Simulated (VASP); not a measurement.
Ni, 1 atom in the cell. Symmetry: Im-3m, No. 229, cubic system. The conventional cell has a = 2.787 Å, b = 2.787 Å, c = 2.787 Å, α = 90.00°, β = 90.00°, γ = 90.00°. Within 3.2 Å of Ni (site symmetry m-3m) lie 14 Ni at 2.41 to 2.79 Å. This isn't the form of Ni at room conditions, which is fcc.

```yaml
Program: VASP 6.6.1
Task: single point
Functional: BLYP
Dispersion: D4
Potentials_or_basis: VASP PAW PBE potentials, release 64 (Ni)
Cutoff: 520 eV
k_mesh: 13 × 13 × 13
Occupations: fermi-dirac, width 0.05 eV
Spin: collinear spin, ferromagnetic start
Starting_moments: "[1.0] μB"
Dipole_correction: no
Further_INCAR_settings: ALGO = Normal; EDIFF = 1e-07; NBANDS = 15
```

Potentials or basis: VASP PAW PBE potentials, release 64 (Ni).

The run is started by

```console
$ cat potpaw_PBE.64/Ni/POTCAR > POTCAR
$ mpirun -np 1 vasp_std > vasp.out
```

Hardware: 1 thread of AMD EPYC 7R13, on a shared host.

Task: How long does it take, and how much memory?

Result: It took 53 s on 1 thread of AMD EPYC 7R13 (shared host), peak memory 0.11 GiB. Counts: scf iterations 14, k points 84.
